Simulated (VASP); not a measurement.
# SnO (P4/nmm) in VASP: single point with PBE+D3(BJ)

Aim: the single point of SnO with PBE+D3(BJ).

Everything below comes from runs of VASP 6.6.1. Logs are shortened: lines on timing, memory, paths and dates and some standing lists are left out, and cuts for length are marked.

## (1) The cell of the first run

It takes space group P4/nmm (No. 129, tetragonal). The conventional cell has a = 3.836 Å, b = 3.836 Å, c = 4.761 Å, α = 90.00°, β = 90.00°, γ = 90.00°. Within 3.0 Å of Sn (site symmetry 4mm) lie 4 O at 2.24 Å. Within 3.0 Å of O (site symmetry -4m2) lie 4 Sn at 2.24 Å and 4 O at 2.71 Å.

## (2) Single point, PBE+D3(BJ)

File INCAR:

```
PREC = Accurate ; ENCUT = 520
EDIFF = 1E-6 ; ISMEAR = 0
SIGMA = 0.1 ; LREAL = False
LASPH = True ; NELM = 60
ALGO = Normal ; ISIF = 2
LWAVE = False ; LCHARG = True
GGA = PE ; IVDW = 12
LELF = True ; LVHAR = True
NBANDS = 28
```

File KPOINTS:

```
Automatic mesh
0
Gamma
  12 12 10
```

File POSCAR:

```
SnO
1.0
    3.8363721119      0.0000000000      0.0000000000
    0.0000000000      3.8363721119      0.0000000000
    0.0000000000      0.0000000000      4.7605102661
Sn O
2 2
Direct
    0.0000000000      0.5000000000      0.2432464735
    0.5000000000      0.0000000000      0.7567535265
    0.0000000000      0.0000000000      0.0000000000
    0.5000000000      0.5000000000      0.0000000000
```

Potentials or basis: VASP PAW PBE potentials, release 64 (Sn_d, O).

Started as:

```bash
$ cat potpaw_PBE.64/Sn_d/POTCAR potpaw_PBE.64/O/POTCAR > POTCAR
$ mpirun -np 1 vasp_std > vasp.out
```

OUTCAR:

```text
PREC = Accurate
   ENCUT = 520
   EDIFF = 1E-6
   ISMEAR = 0
   LREAL = False
   LASPH = True
   NELM = 60
   ISIF = 2
   GGA = PE
   IVDW = 12
 IVDW          = 12

 ion  position               nearest neighbor table
   1  0.000  0.500  0.243-   3 2.24   4 2.24   3 2.24   4 2.24   2 3.57   2 3.57   2 3.57   2 3.57
                             2 3.65   2 3.65   2 3.65   2 3.65
   2  0.500  0.000  0.757-   3 2.24   4 2.24   4 2.24   3 2.24   1 3.57   1 3.57   1 3.57   1 3.57
                             1 3.65   1 3.65   1 3.65   1 3.65
   3  0.000  0.000  0.000-   1 2.24   2 2.24   1 2.24   2 2.24
   4  0.500  0.500  0.000-   1 2.24   2 2.24   2 2.24   1 2.24

  LATTYP: Found a simple tetragonal cell.
 ALAT       =     3.8363721119
 C/A-ratio  =     1.2408885601

  Lattice vectors:

 A1 = (   3.8363721119,   0.0000000000,   0.0000000000)
 A2 = (   0.0000000000,   3.8363721119,   0.0000000000)
 A3 = (   0.0000000000,   0.0000000000,   4.7605102661)

Analysis of symmetry for initial positions (statically):
=====================================================================
 Subroutine PRICEL returns:
 Original cell was already a primitive cell.

 Routine SETGRP: Setting up the symmetry group for a
 simple tetragonal supercell.

 Subroutine GETGRP returns: Found 16 space group operations
 (whereof  8 operations were pure point group operations)
 out of a pool of 16 trial point group operations.

The static configuration has the point symmetry D_2d.
 The point group associated with its full space group is D_4h.

Analysis of symmetry for dynamics (positions and initial velocities):
=====================================================================
 Subroutine PRICEL returns:
 Original cell was already a primitive cell.

 Routine SETGRP: Setting up the symmetry group for a
 simple tetragonal supercell.

 Subroutine GETGRP returns: Found 16 space group operations
 (whereof  8 operations were pure point group operations)
 out of a pool of 16 trial point group operations.

The dynamic configuration has the point symmetry D_2d.
 The point group associated with its full space group is D_4h.

 Subroutine INISYM returns: Found 16 space group operations
 (whereof  8 operations are pure point group operations),
 and found     1 'primitive' translations

----------------------------------------------------------------------------------------

                                     Primitive cell

  volume of cell :      70.0640

  direct lattice vectors                    reciprocal lattice vectors
     3.836372112  0.000000000  0.000000000     0.260662931  0.000000000  0.000000000
     0.000000000  3.836372112  0.000000000     0.000000000  0.260662931  0.000000000
     0.000000000  0.000000000  4.760510266     0.000000000  0.000000000  0.210061515

  length of vectors
     3.836372112  3.836372112  4.760510266     0.260662931  0.260662931  0.210061515

  position of ions in fractional coordinates (direct lattice)
     0.000000000  0.500000000  0.243246474
     0.500000000  0.000000000  0.756753526
     0.000000000  0.000000000  0.000000000
     0.500000000  0.500000000  0.000000000

  ion indices of the primitive-cell ions
   primitive index   ion index
                 1           1
                 2           2
                 3           3
                 4           4

----------------------------------------------------------------------------------------

 KPOINTS: Automatic mesh

Automatic generation of k-mesh.
 Grid dimensions read from file:
 generate k-points for:   12   12   10

 Generating k-lattice:

  Cartesian coordinates                     Fractional coordinates (reciprocal lattice)
     0.021721911  0.000000000  0.000000000     0.083333333  0.000000000  0.000000000
     0.000000000  0.021721911  0.000000000     0.000000000  0.083333333  0.000000000
     0.000000000  0.000000000  0.021006152     0.000000000  0.000000000  0.100000000

  Length of vectors
     0.021721911  0.021721911  0.021006152

  Shift w.r.t. Gamma in fractional coordinates (k-lattice)
     0.000000000  0.000000000  0.000000000

 Subroutine IBZKPT returns following result:
 ===========================================

 Found    168 irreducible k-points:

 Following reciprocal coordinates:
            Coordinates               Weight
  0.000000  0.000000  0.000000      1.000000
  0.083333  0.000000  0.000000      4.000000
  0.166667  0.000000  0.000000      4.000000
  0.250000  0.000000  0.000000      4.000000
  0.333333  0.000000  0.000000      4.000000
  0.416667  0.000000  0.000000      4.000000
[... 16 lines left out ...]
  0.333333  0.333333  0.000000      4.000000
  0.416667  0.333333  0.000000      8.000000
 [... further k-points ...]
   k-points           NKPTS =    168   k-points in BZ     NKDIM =    168   number of bands    NBANDS=     28
   number of dos      NEDOS =    301   number of ions     NIONS =      4
   total plane-waves  NPLWV =  32400
   dimension x,y,z NGX =    30 NGY =   30 NGZ =   36
   dimension x,y,z NGXF=    60 NGYF=   60 NGZF=   72
   ions per type =               2   2
   NGX,Y,Z   is equivalent  to a cutoff of  13.00, 13.00, 12.57 a.u.
   NGXF,Y,Z  is equivalent  to a cutoff of  26.00, 26.00, 25.14 a.u.
 SYSTEM =  unknown system
   PREC   = accura    normal or accurate (medium, high low for compatibility)
   ISTART =      0    job   : 0-new  1-cont  2-samecut
   ICHARG =      2    charge: 1-file 2-atom 10-const
   ISPIN  =      1    spin polarized calculation?
   LNONCOLLINEAR =      F non collinear calculations
   LSORBIT =      F    spin-orbit coupling
   LASPH  =      T    aspherical Exc in radial PAW
   ENCUT  =  520.0 eV  38.22 Ry    6.18 a.u.   7.13  7.13  8.85*2*pi/ulx,y,z
   NELM   =     60;   NELMIN=  2; NELMDL= -5     # of ELM steps
   EDIFF  = 0.1E-05   stopping-criterion for ELM
   LREAL  =      F    real-space projection
   EDIFFG = 0.1E-04   stopping-criterion for IOM
   NSW    =      0    number of steps for IOM
   IBRION =     -1    ionic relax: 0-MD 1-quasi-New 2-CG
   NFREE  =      0    steps in history (QN), initial steepest desc. (CG)
   ISIF   =      2    stress and relaxation
   ISYM   =      2    0-nonsym 1-usesym 2-fastsym
   POTIM  = 0.5000    time-step for ionic-motion
   TEBEG  =    0.0;   TEEND  =   0.0 temperature during run
   PSTRESS=    0.0 pullay stress
   NELECT =      40.0000    total number of electrons
   NUPDOWN=      -1.0000    fix difference up-down
   EMIN   =  10.00;   EMAX   =-10.00  energy-range for DOS
   EFERMI =   0.00;   METHOD = LEGACY
   ISMEAR =     0;   SIGMA  =   0.10  broadening in eV -4-tet -1-fermi 0-gaus
   EFERMI_NEDOS =   21; number of points for ismear=-14 and -15
   IALGO  =     38    algorithm
   IMIX   =      4    mixing-type and parameters
     AMIX     =   0.40;   BMIX     =  1.00
     AMIX_MAG =   1.60;   BMIX_MAG =  1.00
  volume/ion in A,a.u.               =      17.52       118.20
  Fermi-wavevector in a.u.,A,eV,Ry     =   1.358094  2.566426 25.094850  1.844419
  Thomas-Fermi vector in A             =   2.484957
   LORBIT       =      0    0 simple, 1 ext, 2 COOP (PROOUT), +10 PAW based schemes
   GGA     = PE    functional components
   LHFCALC =     F    Hartree Fock is set to
   AEXX    =    0.0000 exact exchange contribution
   IVDW    =    12    specifies the selected vdW correction
   LEPSILON=     F    determine dielectric tensor
   LRPA    =     F    only Hartree local field effects (RPA)
 non-spin polarized calculation
 Gauss-broadening in eV      SIGMA  =   0.10
  energy-cutoff  :      520.00
  volume of cell :       70.06
 maximum number of plane-waves:      1912
 NGX is ok and might be reduce to    30
   NGX = 15   NGY = 15   NGZ = 17

 number of electron      40.0000015 magnetization

 Free energy of the ion-electron system (eV)
  ---------------------------------------------------
  ext. energy  EPLUGINS =         0.00000000
  ---------------------------------------------------
  free energy    TOTEN  =       -22.68918559 eV

  energy without entropy =      -22.68871376  energy(sigma->0) =      -22.68894967

 E-fermi :   7.1684     XC(G=0): -10.2768

 val. band max:        7.1015924175   @ k =   0.5000   0.5000   0.0000
 cond. band min:       7.2630791994   @ k =   0.5000   0.5000   0.1000
 fundamental gap:      0.1614867818
 Fermi energy:         7.1684026257

 k-point     1 :       0.0000    0.0000    0.0000
  band No.  band energies     occupation
      1     -14.8324      2.00000
      2     -14.4384      2.00000
      3     -14.4384      2.00000
      4     -14.4292      2.00000
      5     -14.3989      2.00000
      6     -14.3904      2.00000
[... 20 lines left out ...]
     27      13.7762      0.00000
     28      14.1847      0.00000

 k-point     2 :       0.0833    0.0000    0.0000
  band No.  band energies     occupation
      1     -14.8284      2.00000
      2     -14.4372      2.00000
      3     -14.4365      2.00000
      4     -14.4279      2.00000
      5     -14.3991      2.00000
      6     -14.3879      2.00000
[... 20 lines left out ...]
     27      13.8940      0.00000
     28      14.7393      0.00000

 k-point     3 :       0.1667    0.0000    0.0000
  band No.  band energies     occupation
      1     -14.8168      2.00000
      2     -14.4399      2.00000
      3     -14.4333      2.00000
      4     -14.4311      2.00000
      5     -14.3998      2.00000
      6     -14.3955      2.00000
[... 20 lines left out ...]
     27      14.0265      0.00000
     28      15.9773      0.00000

 k-point     4 :       0.2500    0.0000    0.0000
  band No.  band energies     occupation
      1     -14.7986      2.00000
      2     -14.5033      2.00000
      3     -14.4269      2.00000
      4     -14.4229      2.00000
      5     -14.4003      2.00000
      6     -14.3990      2.00000
[... 20 lines left out ...]
     27      14.2199      0.00000
     28      17.3112      0.00000

 k-point     5 :       0.3333    0.0000    0.0000
  band No.  band energies     occupation
      1     -14.7738      2.00000
      2     -14.5772      2.00000
      3     -14.4184      2.00000
      4     -14.4133      2.00000
      5     -14.4004      2.00000
      6     -14.3955      2.00000
[... 20 lines left out ...]
     27      14.4893      0.00000
     28      17.1583      0.00000

 k-point     6 :       0.4167    0.0000    0.0000
  band No.  band energies     occupation
      1     -14.7412      2.00000
      2     -14.6437      2.00000
      3     -14.4092      2.00000
      4     -14.4049      2.00000
      5     -14.4000      2.00000
      6     -14.3961      2.00000
[... 463 lines left out ...]
      5     -14.4012      2.00000
      6     -14.3953      2.00000
[... 20 lines left out ...]
     27      14.7235      0.00000
     28      15.3573      0.00000

 k-point    22 :       0.5000    0.2500    0.0000
  band No.  band energies     occupation
      1     -14.7353      2.00000
      2     -14.7353      2.00000
      3     -14.4045      2.00000
      4     -14.4045      2.00000
      5     -14.4009      2.00000
      6     -14.4009      2.00000
[... 20 lines left out ...]
     27      15.0148      0.00000
     28      15.0148      0.00000

 k-point    23 :       0.3333    0.3333    0.0000
  band No.  band energies     occupation
      1     -14.7753      2.00000
      2     -14.6946      2.00000
      3     -14.4115      2.00000
      4     -14.4087      2.00000
      5     -14.4026      2.00000
      6     -14.3882      2.00000
[... 20 lines left out ...]
     27      14.3118      0.00000
     28      15.4155      0.00000

 k-point    24 :       0.4167    0.3333    0.0000
  band No.  band energies     occupation
      1     -14.7695      2.00000
      2     -14.7297      2.00000
      3     -14.4109      2.00000
      4     -14.4076      2.00000
      5     -14.3983      2.00000
      6     -14.3849      2.00000
[... 20 lines left out ...]
     27      14.6435      0.00000
     28      15.0633      0.00000

 [... further k-points ...]

------------------------ aborting loop because EDIFF is reached ----------------------------------------

 Edisp (eV)   -0.93939

 E8    (eV) :    -0.4076

  FORCE on cell =-STRESS in cart. coord.  units (eV):
  Direction    XX          YY          ZZ          XY          YZ          ZX
  --------------------------------------------------------------------------------------
  -------------------------------------------------------------------------------------
  Total       0.12093     0.12093     0.12029     0.00000     0.00000     0.00000
  in kB       2.76531     2.76531     2.75078     0.00000     0.00000     0.00000
  external pressure =        2.76 kB  Pullay stress =        0.00 kB

 VOLUME and BASIS-vectors are now :
 -----------------------------------------------------------------------------
  energy-cutoff  :      520.00
  volume of cell :       70.06
      direct lattice vectors                 reciprocal lattice vectors
     3.836372112  0.000000000  0.000000000     0.260662931  0.000000000  0.000000000
     0.000000000  3.836372112  0.000000000     0.000000000  0.260662931  0.000000000
     0.000000000  0.000000000  4.760510266     0.000000000  0.000000000  0.210061515

 POSITION                                       TOTAL-FORCE (eV/Angst)
 -----------------------------------------------------------------------------------
      0.00000      1.91819      1.15798        -0.000000      0.000000      0.091315
      1.91819      0.00000      3.60253         0.000000     -0.000000     -0.091315
      0.00000      0.00000      0.00000        -0.000000     -0.000000     -0.000000
      1.91819      1.91819      0.00000         0.000000      0.000000     -0.000000
 -----------------------------------------------------------------------------------
    total drift:                                0.000000      0.000000      0.000000

  FREE ENERGIE OF THE ION-ELECTRON SYSTEM (eV)
  ---------------------------------------------------
  free  energy   TOTEN  =       -23.6285796562 eV

  energy  without entropy=      -23.6281078268  energy(sigma->0) =      -23.62834374
```

It took 8.9 min on 1 thread of AMD EPYC 7R13, shared host; peak memory 0.35 GiB.

Results:

| Item | Value |
| --- | --- |
| Free energy | -23.6286 eV |
| Pressure | 0.3 GPa |
| Largest force | 0.091 eV/Å |
| Band gap on the k mesh | zero (filled and empty bands touch) |
| Dispersion energy per atom | -0.235 eV |

Forces in eV/Å, atoms in the order of the input:
```
Sn   0.000  0.000  0.091
Sn   0.000  0.000 -0.091
O    0.000  0.000  0.000
O    0.000  0.000  0.000
```

Levels at points of the mesh, in eV from the Fermi level:
```tsv
k point	band 18	band 19	band 20	band 21	band 22	band 23
(0.00, 0.00, 0.00)	-3.13	-3.13	-0.08	2.09	4.46	4.46
(0.50, 0.00, 0.00)	-4.77	-2.74	-2.74	3.22	3.22	5.73
(0.50, 0.50, 0.00)	-2.48	-1.92	-1.92	-0.07	-0.07	4.48
(0.00, 0.00, 0.50)	-3.15	-3.08	-2.15	1.64	2.76	2.76
(0.50, 0.00, 0.50)	-4.72	-1.74	-1.74	2.63	2.63	5.21
(0.50, 0.50, 0.50)	-2.80	-2.48	-2.48	2.27	2.27	4.15
```

Caveat: semilocal functionals underestimate gaps, and a narrow one can read as zero; spin-orbit coupling is left out, which moves the levels of the heavy elements.

The gap in the log of VASP goes by the Fermi energy; the results here count the filled bands.